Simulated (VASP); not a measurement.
Crystal: Ta.

```xyz
1
Lattice="-1.6290 1.6290 1.6290 1.6290 -1.6290 1.6290 1.6290 1.6290 -1.6290" Properties=species:S:1:pos:R:3 pbc="T T T"
Ta    0.0000    0.0000    0.0000
```

This cell differs from its parent crystal: volume scaled by 0.96.

Base run:

- Program: VASP 6.6.1
- Functional: PBEsol
- Potentials or basis: VASP PAW PBE potentials, release 64 (Ta_pv)
- Cutoff: 520 eV
- k mesh: 11 × 11 × 11
- Occupations: fermi-dirac, width 0.05 eV
- Spin: no spin polarisation

Its results: pressure 4.6 GPa.

Question: The run is repeated on the same cell with these changes: functional from PBEsol to r2SCAN. What comes out?

Answer: Pressure 9.7 GPa.

Caveats: the PAW data sets were made with another functional, which shifts forces and pressure a little.
